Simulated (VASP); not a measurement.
**Ta: single point with BLYP**

Ta:

```
Ta
1.0
     2.77823    0.00000    0.00000
     0.00000    2.77823    0.00000
     0.00000    0.00000    2.77823
Ta
1
Direct
  0.00000 0.00000 0.00000
```

```yaml
Program: VASP 6.6.1
Task: single point
Functional: BLYP
Potentials_or_basis: VASP PAW PBE potentials, release 64 (Ta_pv)
Cutoff: 520 eV
k_mesh: 13 × 13 × 13
Occupations: fermi-dirac, width 0.1 eV
Spin: no spin polarisation
```

```
Pressure : 0.7 GPa
```

Levels at points of the mesh, in eV from the Fermi level:
| k point | band 3 | band 4 | band 5 | band 6 | band 7 | band 8 | band 9 | band 10 |
| --- | --- | --- | --- | --- | --- | --- | --- | --- |
| (0.00, 0.00, 0.00) | -33.40 | -6.97 | -2.55 | -2.55 | 5.71 | 5.71 | 5.71 | 13.66 |

It took 18 s on 1 thread of AMD EPYC 7R13 Processor (Zen 3), with other jobs on the host, peak memory 0.12 GiB.

Caveat: the PAW data sets were made with another functional, which shifts forces and pressure a little; spin-orbit coupling is left out, which moves the levels of the heavy elements.
